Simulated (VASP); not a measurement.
Sc2Ta: single point with PBE

The system is Sc2Ta.

```
CELL_PARAMETERS angstrom
4.91416 0.00000 0.00000
-2.45708 4.25579 0.00000
0.00000 0.00000 6.14214
ATOMIC_POSITIONS crystal
Sc 0.00000 0.00000 0.50000
Sc 0.33333 0.66667 0.15834
Sc 0.00000 0.00000 0.00000
Sc 0.66667 0.33333 0.84166
Ta 0.33333 0.66667 0.62276
Ta 0.66667 0.33333 0.37724
```

| Quantity | Value |
| --- | --- |
| Program | VASP 6.6.1 |
| Task | single point |
| Functional | PBE |
| Potentials or basis | VASP PAW PBE potentials, release 64 (Sc_sv, Ta_pv) |
| Cutoff | 520 eV |
| k mesh | 6 × 6 × 4 |
| Occupations | gaussian, width 0.1 eV |
| Spin | no spin polarisation |
| Dipole correction | no |
| Further INCAR settings | ALGO = Fast; EDIFF = 1e-07; NBANDS = 42 |

```json
{"Pressure": "0.1 GPa", "Largest force": "0.012 eV/Å", "Band gap on the k mesh": "zero (bands 33 and 34 overlap by 0.54 eV)"}
```

Forces in eV/Å, atoms in the order of the input:
```
Sc   0.000  0.000  0.000
Sc   0.000  0.000  0.012
Sc   0.000  0.000  0.000
Sc   0.000  0.000 -0.012
Ta   0.000  0.000 -0.001
Ta   0.000  0.000  0.001
```

Levels at points of the mesh, in eV from the Fermi level:
```csv
k point,band 31,band 32,band 33,band 34,band 35,band 36
"(0.00, 0.00, 0.00)",-0.31,-0.31,-0.31,-0.31,-0.29,0.23
"(0.50, 0.00, 0.00)",-0.36,-0.15,0.11,0.33,0.36,0.43
"(0.00, 0.00, 0.50)",-0.90,-0.27,-0.10,-0.10,0.63,0.63
"(0.50, 0.00, 0.50)",-0.50,-0.15,-0.03,-0.03,0.08,0.13
```

Run time: 7.6 min on 1 thread of Intel Xeon 8259CL, on a shared host, peak memory 0.32 GiB.

Caveat: spin-orbit coupling is left out, which moves the levels of the heavy elements.
